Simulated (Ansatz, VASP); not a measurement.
# CdO in VASP and in Ansatz

```
Cd O
1.0
     0.00000    2.30834    2.30834
     2.30834    0.00000    2.30834
     2.30834    2.30834    0.00000
Cd O
1 1
Direct
  0.00000 0.00000 0.00000
  0.50000 0.50000 0.50000
```

Change from the starting cell: volume scaled by 0.95.

Alike in both runs: task single point; functional PBE; k mesh 11 × 11 × 11; occupations fermi-dirac, width 0.02 eV; no spin polarisation.

|  | VASP | Ansatz |
| --- | --- | --- |
| version | VASP 6.6.1 | Ansatz 0.2.0 |
| potentials or method | VASP PAW PBE potentials, release 64 (Cd, O), cutoff 600 eV | all-electron LAPW, scalar-relativistic |

Ansatz gave:

- pressure (GPa): 15.3

**Question.** What did VASP give for the same quantities?

**Answer.** Pressure (GPa): 17.0.

Ansatz ran all-electron here, and VASP with PAW potentials.
